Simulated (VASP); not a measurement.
Y2GeS4: single point with PBE

Crystal: Y2GeS4.

```
Y Ge S
1.0
     0.00000    5.66454    5.66454
     5.66454    0.00000    5.66454
     5.66454    5.66454    0.00000
Y Ge S
4 2 8
Direct
  0.62500 0.62500 0.62500
  0.12500 0.62500 0.62500
  0.62500 0.12500 0.62500
  0.62500 0.62500 0.12500
  0.25000 0.25000 0.25000
  0.00000 0.00000 0.00000
  0.38280 0.85160 0.38280
  0.38280 0.38280 0.38280
  0.85160 0.38280 0.38280
  0.38280 0.38280 0.85160
  0.39840 0.86720 0.86720
  0.86720 0.39840 0.86720
  0.86720 0.86720 0.39840
  0.86720 0.86720 0.86720
```

- Program: VASP 6.6.1
- Task: single point
- Functional: PBE
- Potentials or basis: VASP PAW PBE potentials, release 64 (Y_sv, Ge_d, S)
- Cutoff: 520 eV
- k mesh: 4 × 4 × 4
- Occupations: gaussian, width 0.02 eV
- Spin: no spin polarisation

```yaml
Pressure: 0.0 GPa
Largest_force: 0.005 eV/Å
Band_gap_on_the_k_mesh: 1.50 eV (least direct gap 1.55 eV)
```

Forces in eV/Å, atoms in the order of the input:
```
Y    0.000  0.000  0.000
Y    0.000  0.000  0.000
Y    0.000  0.000  0.000
Y    0.000  0.000  0.000
Ge   0.000  0.000  0.000
Ge   0.000  0.000  0.000
S   -0.003  0.003 -0.003
S    0.003  0.003  0.003
S    0.003 -0.003 -0.003
S   -0.003 -0.003  0.003
S   -0.003  0.003  0.003
S    0.003 -0.003  0.003
S    0.003  0.003 -0.003
S   -0.003 -0.003 -0.003
```

Levels at points of the mesh, in eV from the valence-band top:
```tsv
k point	band 56	band 57	band 58	band 59	band 60	band 61	band 62	band 63	band 64	band 65
(0.00, 0.00, 0.00)	-1.53	-1.03	-1.01	-1.01	-1.01	1.50	1.50	1.82	1.82	1.82
(0.50, 0.00, 0.00)	-1.28	-1.25	-1.25	-0.68	-0.55	1.62	2.22	2.22	2.47	2.47
(0.50, 0.50, 0.00)	-1.78	-1.46	-1.46	-0.11	-0.11	1.67	1.67	2.47	2.47	2.77
```

It took 4 min on 1 thread of Intel(R) Xeon(R) 6975P-C (Granite Rapids), with other jobs on the host, peak memory 0.6 GiB.

A k mesh can miss the band edges.
